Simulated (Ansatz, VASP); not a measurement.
## Two plane-wave programs on B2O

The input INCAR:

```
SYSTEM = B2O
PREC = Accurate ; ENCUT = 600
EDIFF = 1E-6 ; ISMEAR = 0
SIGMA = 0.1 ; LREAL = .False.
LASPH = .True. ; NELM = 100
ALGO = Normal ; ISIF = 3
LWAVE = .False. ; LCHARG = .False.
GGA = PE ; IBRION = 2
NSW = 100 ; EDIFFG = -0.05
```

The input KPOINTS:

```
regular mesh
0
Gamma
  12 12 4
  0 0 0
```

The input POSCAR:

```
B2O
1.0
    2.8790012395      0.0000000000      0.0000000000
   -1.4395006198      2.4932882109      0.0000000000
    0.0000000000      0.0000000000      7.0520000000
B O
4 2
Direct
    0.0000000000      0.0000000000      0.3800000000
    0.0000000000      0.0000000000      0.6200000000
    0.6666666667      0.3333333333      0.0230000000
    0.3333333333      0.6666666667      0.9770000000
    0.6666666667      0.3333333333      0.3060000000
    0.3333333333      0.6666666667      0.6940000000
```

Input for Ansatz:

```yaml
crystal:
  lattice:
    - [2.8790012395, 0.0, 0.0]
    - [-1.4395006198, 2.4932882109, 0.0]
    - [0.0, 0.0, 7.052]
  atoms:
    - { symbol: B, position: [0.0, 0.0, 0.38] }
    - { symbol: B, position: [0.0, 0.0, 0.62] }
    - { symbol: B, position: [0.6666666667, 0.3333333333, 0.023] }
    - { symbol: B, position: [0.3333333333, 0.6666666667, 0.977] }
    - { symbol: O, position: [0.6666666667, 0.3333333333, 0.306] }
    - { symbol: O, position: [0.3333333333, 0.6666666667, 0.694] }
basis:
  ecutwfc: 420
kpoints:
  mp_grid: { grid: [12, 12, 4] }
hamiltonian:
  xc: pbe
scf:
  occupations: { method: gaussian, width: 0.1 }
output:
  forces: true
  stress: true
  eigenvalues: true
relax:
  adjacent_minimum: "off"
  f_tol: 0.05
  max_steps: 80
  cell: { stress_tol: 0.5 }
```

Alike in both runs: task relaxation of cell and atoms; functional PBE; k mesh 12 × 12 × 4; occupations gaussian, width 0.1 eV; no spin polarisation.

|  | VASP | Ansatz |
| --- | --- | --- |
| version | VASP 6.6.1 | Ansatz 0.2.0 |
| potentials or method | VASP PAW PBE potentials, release 64 (B, O), cutoff 600 eV | scalar-relativistic, plane waves, PAW |
| valence electrons in the cell | 24 | 24 |

Ansatz gave:

- gap on the k mesh at the Fermi level, each at its own relaxed structure (eV): none
- relaxed volume (Å³/atom): 9.98
- relaxed cell length with the largest relative difference (Å): 10.552

Q: What did VASP give for the same quantities?

A: gap on the k mesh at the Fermi level, each at its own relaxed structure (eV): none; relaxed volume (Å³/atom): 8.82; relaxed cell length with the largest relative difference (Å): 9.189.

A gap of «none» marks a metal or a gap that the smearing closes. One of these differences is far larger than is usual between the two programs; its cause wasn't traced.
